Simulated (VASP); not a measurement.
# Hg (R-3m) in VASP: further runs, part 2 of 2

VASP 6.6.1. The steps go on from the part before.

## 3. Single point, PBE

File INCAR:

```
ALGO     = Normal         # electronic algorithm
EDIFF    = 1E-6           # SCF threshold, eV
ENCUT    = 520            # plane-wave cutoff, eV
GGA      = PE             # functional
ISIF     = 2              # what is computed and relaxed
ISMEAR   = -1             # smearing method
LASPH    = True           # aspherical terms in the spheres
LCHARG   = True           # write CHGCAR
LELF     = True           # ELF
LREAL    = False          # projectors in reciprocal space
LVHAR    = True         
LWAVE    = False          # write WAVECAR
NBANDS   = 12             # bands
NELM     = 60             # most SCF steps
PREC     = Accurate       # precision mode
SIGMA    = 0.03           # smearing width, eV
```

File KPOINTS:

```
k-points
0
Gamma
  10 10 10
```

File POSCAR:

```
Hg
1.0
    2.0783995336      1.1999645302      1.9747385792
   -2.0783995336      1.1999645302      1.9747385792
    0.0000000000     -2.3999290604      1.9747385791
Hg
1
Direct
    0.0000000000      1.0000000000      0.0000000000
```

Potentials or basis: VASP PAW PBE potentials, release 64 (Hg).

On the command line:

```bash
$ cat potpaw_PBE.64/Hg/POTCAR > POTCAR
$ mpirun -np 1 vasp_std > vasp.out
```

OUTCAR:

```text
EDIFF = 1E-6
   ENCUT = 520
   GGA = PE
   ISIF = 2
   ISMEAR = -1
   LASPH = True
   LREAL = False
   NELM = 60
   PREC = Accurate

 ion  position               nearest neighbor table
   1  0.000  0.000  0.000-

  LATTYP: Found a trigonal (rhomboedric) cell.
 ALAT       =     3.1079337109
 COS(alpha) =     0.1055736732

  Lattice vectors:

 A1 = (   2.0783995336,   1.1999645302,   1.9747385792)
 A2 = (  -2.0783995336,   1.1999645302,   1.9747385792)
 A3 = (   0.0000000000,  -2.3999290604,   1.9747385791)

Analysis of symmetry for initial positions (statically):
=====================================================================
 Subroutine PRICEL returns:
 Original cell was already a primitive cell.

 Routine SETGRP: Setting up the symmetry group for a
 trigonal (rhombohedral) supercell.

 Subroutine GETGRP returns: Found 12 space group operations
 (whereof 12 operations were pure point group operations)
 out of a pool of 12 trial point group operations.

The static configuration has the point symmetry D_3d.

[... 166 lines left out ...]
      1      -6.4072      2.00000
      2      -6.2194      2.00000
      3      -6.2194      2.00000
      4      -4.5940      2.00000
      5      -4.5940      2.00000
      6      -4.5525      2.00000
      7      10.9695      0.00000
      8      10.9695      0.00000
      9      11.1897      0.00000
     10      14.2580      0.00000
     11      15.9940      0.00000
     12      15.9940      0.00000
[... 331 lines left out ...]
 k-point    24 :       0.4000    0.3000   -0.0000
  band No.  band energies     occupation
      1      -5.9768      2.00000
      2      -5.6976      2.00000
      3      -4.9610      2.00000
      4      -4.8292      2.00000
      5      -4.7468      2.00000
      6      -1.9510      2.00000
      7       3.5696      0.00000
      8       7.0442      0.00000
      9      10.6358      0.00000
     10      14.1195      0.00000
     11      18.3321      0.00000
     12      19.5715      0.00000

 [... further k-points ...]

------------------------ aborting loop because EDIFF is reached ----------------------------------------

  FORCE on cell =-STRESS in cart. coord.  units (eV):
  Direction    XX          YY          ZZ          XY          YZ          ZX
  --------------------------------------------------------------------------------------
  -------------------------------------------------------------------------------------
  Total        0.0307056      0.0307056     -0.0188155      0.0000000      0.0000000      0.0000000
  in kB        1.6648314      1.6648314     -1.0201601      0.0000000      0.0000000      0.0000000
  external PRESSURE =       0.7698342 kB  Pullay stress =       0.0000000 kB

 VOLUME and BASIS-vectors are now :
 -----------------------------------------------------------------------------
  energy-cutoff  :      520.00
  volume of cell :       29.55
      direct lattice vectors                 reciprocal lattice vectors
     2.078399534  1.199964530  1.974738579     0.240569723  0.138892994  0.168798714
    -2.078399534  1.199964530  1.974738579    -0.240569723  0.138892994  0.168798714
     0.000000000 -2.399929060  1.974738579     0.000000000 -0.277785989  0.168798714

 POSITION                                       TOTAL-FORCE (eV/Angst)
 -----------------------------------------------------------------------------------
      0.00000      0.00000      0.00000         0.000000     -0.000000      0.000000
 -----------------------------------------------------------------------------------
    total drift:                                0.000000      0.000000      0.000000

  FREE ENERGIE OF THE ION-ELECTRON SYSTEM (eV)
  ---------------------------------------------------
  free  energy   TOTEN  =        -0.1720332889 eV

  energy  without entropy=       -0.1712506813  energy(sigma->0) =       -0.17164199
```

stdout:

```text
POSCAR found type information on POSCAR Hg
 POSCAR found :  1 types and       1 ions
 scaLAPACK will be used
 LDA part: xc-table for (Slater+PW92), standard interpolation
 POSCAR, INCAR and KPOINTS ok, starting setup
 FFT: planning ... GRIDC
 FFT: planning ... GRID_SOFT
 FFT: planning ... GRID
 WAVECAR not read
 entering main loop
```

It took 12 s on 1 thread of Intel Xeon 6975P-C (Granite Rapids), shared host; peak memory 0.16 GiB.

What came out:

```yaml
Free_energy: -0.1720 eV
Pressure: 0.1 GPa
Band_gap_on_the_k_mesh: zero (band 6 reaches 4.26 eV, above the bottom of band 7 at 0.01 eV)
```

Levels at points of the mesh, in eV from the Fermi level:
```csv
k point,band 4,band 5,band 6,band 7,band 8,band 9
"(0.00, 0.00, 0.00)",-5.82,-5.82,-5.78,9.74,9.74,9.96
"(0.50, 0.00, 0.00)",-6.20,-5.77,-2.79,-1.21,12.29,12.32
"(0.50, 0.50, 0.00)",-6.17,-5.29,0.24,1.08,2.47,7.40
"(0.50, 0.50, 0.50)",-5.27,-5.27,3.03,3.31,5.52,5.52
```

Caveat: spin-orbit coupling is left out, which moves the levels of the heavy elements.

## 4. Single point, PBE

File INCAR:

```
  PREC = Accurate
  ENCUT = 520
  EDIFF = 1E-6
  ISMEAR = -1
  SIGMA = 0.2
  LREAL = False
  LASPH = True
  NELM = 60
  ALGO = Normal
  ISIF = 2
  LWAVE = False
  LCHARG = False
  GGA = PE
  NBANDS = 12
```

File KPOINTS:

```
Automatic mesh
0
Gamma
  10 10 10
```

POSCAR is that of step 3.

On the command line:

```bash
$ cat potpaw_PBE.64/Hg/POTCAR > POTCAR
$ mpirun -np 1 vasp_std > vasp.out
```

It took 11 s on 1 thread of Intel Xeon 6975P-C (Granite Rapids), shared host; peak memory 0.16 GiB.

Results (log left out):

| Item | Value |
| --- | --- |
| Free energy | -0.1877 eV |
| Pressure | 0.1 GPa |
| Band gap on the k mesh | zero (band 6 reaches 4.26 eV, above the bottom of band 7 at 0.01 eV) |

Stress tensor (GPa, compression positive):
```
0.14 0.00 0.00
0.00 0.14 0.00
0.00 0.00 0.04
```

Levels at points of the mesh, in eV from the Fermi level:
| k point | band 2 | band 3 | band 4 | band 5 | band 6 | band 7 | band 8 | band 9 | band 10 | band 11 |
| --- | --- | --- | --- | --- | --- | --- | --- | --- | --- | --- |
| (0.00, 0.00, 0.00) | -7.55 | -7.55 | -5.92 | -5.92 | -5.88 | 9.64 | 9.64 | 9.86 | 12.92 | 14.66 |
| (0.50, 0.00, 0.00) | -7.29 | -6.40 | -6.30 | -5.87 | -2.89 | -1.32 | 12.19 | 12.21 | 15.23 | 15.75 |
| (0.50, 0.50, 0.00) | -7.25 | -6.30 | -6.27 | -5.40 | 0.13 | 0.98 | 2.37 | 7.30 | 13.99 | 17.94 |
| (0.50, 0.50, 0.50) | -7.07 | -7.07 | -5.38 | -5.38 | 2.93 | 3.21 | 5.42 | 5.42 | 9.08 | 10.03 |

Caveat: spin-orbit coupling is left out, which moves the levels of the heavy elements.

## 5. Single point, PBE

File INCAR:

```
ALGO = Normal ; EDIFF = 1E-7
ENCUT = 520 ; GGA = PE
ISIF = 2 ; ISMEAR = -1
LASPH = T ; LCHARG = F
LREAL = F ; LWAVE = F
NBANDS = 12 ; NELM = 100
PREC = Accurate ; SIGMA = 0.3
```

File KPOINTS:

```
k-points
0
Gamma
  10 10 10
```

POSCAR is that of step 4.

On the command line:

```bash
$ cat potpaw_PBE.64/Hg/POTCAR > POTCAR
$ mpirun -np 1 vasp_std > vasp.out
```

Wall time 11 s (1 thread of Intel Xeon 6975P-C (Granite Rapids), shared host); peak memory 0.16 GiB.

It converged, with:

```yaml
Free_energy: -0.2117 eV
Pressure: 0.1 GPa
Band_gap_on_the_k_mesh: zero (band 6 reaches 4.25 eV, above the bottom of band 7 at 0.01 eV)
```

Levels at points of the mesh, in eV from the Fermi level:
| k point | band 2 | band 3 | band 4 | band 5 | band 6 | band 7 | band 8 | band 9 | band 10 | band 11 |
| --- | --- | --- | --- | --- | --- | --- | --- | --- | --- | --- |
| (0.00, 0.00, 0.00) | -7.53 | -7.53 | -5.91 | -5.91 | -5.86 | 9.66 | 9.66 | 9.88 | 12.94 | 14.68 |
| (0.50, 0.00, 0.00) | -7.28 | -6.39 | -6.28 | -5.85 | -2.87 | -1.30 | 12.21 | 12.23 | 15.25 | 15.77 |
| (0.50, 0.50, 0.00) | -7.23 | -6.28 | -6.26 | -5.38 | 0.15 | 1.00 | 2.39 | 7.31 | 14.01 | 17.96 |
| (0.50, 0.50, 0.50) | -7.05 | -7.05 | -5.36 | -5.36 | 2.95 | 3.23 | 5.44 | 5.44 | 9.10 | 10.05 |

Caveat: spin-orbit coupling is left out, which moves the levels of the heavy elements.

## 6. Summary

| smearing | gap on the mesh (eV) | pressure (GPa) |
| --- | --- | --- |
| fermi-dirac 0.01 eV | none | 0.1 |
| fermi-dirac 0.03 eV | none | 0.1 |
| fermi-dirac 0.2 eV | none | 0.1 |
| fermi-dirac 0.3 eV | none | 0.1 |

Alike in all rows: task single point; level PBE; potentials or basis VASP PAW PBE potentials, release 64 (Hg); no spin polarisation; cell as given; k mesh 10 × 10 × 10; cutoff (eV) 520.

Every run on the cell as given and a fine mesh finds a metal.

Caveats: spin-orbit coupling is left out, which moves the levels of the heavy elements.

Total energies depend on the potentials used, so only differences within one code and one set of settings carry meaning.
